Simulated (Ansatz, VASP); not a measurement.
# MnSb in VASP and in Ansatz

The input INCAR:

```
  PREC = Accurate
  ENCUT = 520
  EDIFF = 1E-6
  ISMEAR = -1
  SIGMA = 0.05
  LREAL = F
  LASPH = T
  NELM = 150
  ALGO = Normal
  ISIF = 2
  LWAVE = F
  LCHARG = F
  ISPIN = 2
  MAGMOM = 0 0 4 4
  LORBIT = 11
  LMAXMIX = 4
  GGA = CA
  NBANDS = 30
```

The input KPOINTS:

```
regular mesh
0
Gamma
  7 7 5
```

File POSCAR:

```
MnSb
1.0
    4.2313932131      0.0000000000      0.0000000000
   -2.1156966065      3.6644940159      0.0000000000
    0.0000000000      0.0000000000      5.8933621136
Sb Mn
2 2
Direct
    0.6666666667      0.3333333333      0.7500000000
    0.3333333333      0.6666666667      0.2500000000
    0.0000000000      0.0000000000      0.5000000000
    0.0000000000      0.0000000000      0.0000000000
```

Contents of input.yaml:

```yaml
crystal:
  lattice:
    - [4.2313932131, 0.0, 0.0]
    - [-2.1156966065, 3.6644940159, 0.0]
    - [0.0, 0.0, 5.8933621136]
  atoms:
    - { symbol: Sb, position: [0.6666666667, 0.3333333333, 0.75] }
    - { symbol: Sb, position: [0.3333333333, 0.6666666667, 0.25] }
    - { symbol: Mn, position: [0.0, 0.0, 0.5], spin: 4.0 }
    - { symbol: Mn, position: [0.0, 0.0, 0.0], spin: 4.0 }
hamiltonian:
  xc: lda
  pseudopotentials: { kind: paw }
magnetization:
  spin_polarized: true
kpoints:
  mp_grid: { grid: [7, 7, 5] }
scf:
  occupations: { method: fermi_dirac, width: 0.05 }
output:
  forces: true
  stress: true
  eigenvalues: true
```

Alike in both runs: task single point; functional LDA; k mesh 7 × 7 × 5; occupations fermi-dirac, width 0.05 eV; collinear spin.

|  | VASP | Ansatz |
| --- | --- | --- |
| version | VASP 6.6.1 | Ansatz 0.2.0 |
| potentials or method | VASP PAW LDA potentials, release 64 (Sb, Mn_pv) | Ansatz PAW |
| plane-wave cutoff (eV) | 520 | 420 |
| valence electrons in the cell | 36 | 60 |

VASP gave:

- gap on the k mesh at the Fermi level (eV): none
- pressure (GPa): -12.7
- traceless stress, the component that is largest in VASP (GPa): -0.61
- net moment per atom (μB): 1.68
- size of the moment on the site where the two differ most (μB): 3.36

**Question.** What did Ansatz give for the same quantities?

**Answer.** gap on the k mesh at the Fermi level (eV): none; pressure (GPa): -12.0; traceless stress, the component that is largest in VASP (GPa): -0.50; net moment per atom (μB): 1.72; size of the moment on the site where the two differ most (μB): 3.50.

LDA's correlation is that of Perdew and Zunger in VASP and of Perdew and Wang (1992) in Ansatz. Site moments also hang on the region over which each program counts them. A gap of «none» marks a metal or a gap that the smearing closes. VASP's potentials hold 36 valence electrons a cell and Ansatz's 60, so a difference there can come from the potentials and not from the codes.

Neither program's run includes spin-orbit coupling.
